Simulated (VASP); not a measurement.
A run of VASP 6.6.1:

Contents of INCAR:

```
ALGO = Normal
EDIFF = 1E-6
ENCUT = 520
ISIF = 2
ISMEAR = -1
LASPH = T
LCHARG = T
LELF = T
LREAL = F
LVHAR = T
LWAVE = F
NBANDS = 14
NELM = 100
PREC = Accurate
SIGMA = 0.05
```

Contents of KPOINTS:

```
k-points
0
Gamma
  11 11 11
```

File POSCAR:

```
HfN
1.0
    0.0000000000      2.2954140625      2.2954140625
    2.2954140625      0.0000000000      2.2954140625
    2.2954140625      2.2954140625      0.0000000000
Hf N
1 1
Direct
    0.0000000000      0.0000000000      0.0000000000
    0.5000000000      0.5000000000      0.5000000000
```

Potentials or basis: VASP PAW LDA potentials, release 64 (Hf_pv, N).

Command:

```bash
$ cat potpaw_LDA.64/Hf_pv/POTCAR potpaw_LDA.64/N/POTCAR > POTCAR
$ mpirun -np 1 vasp_std > vasp.out
```

Hardware: 1 thread of Intel(R) Xeon(R) 6975P-C (Granite Rapids) (shared host).

Problem. Estimate the wall time of this run.

Solution. It took 5.3 s on 1 thread of Intel(R) Xeon(R) 6975P-C (Granite Rapids), on a shared host, peak memory 0.14 GiB. Counts: scf iterations 12, k points 56.
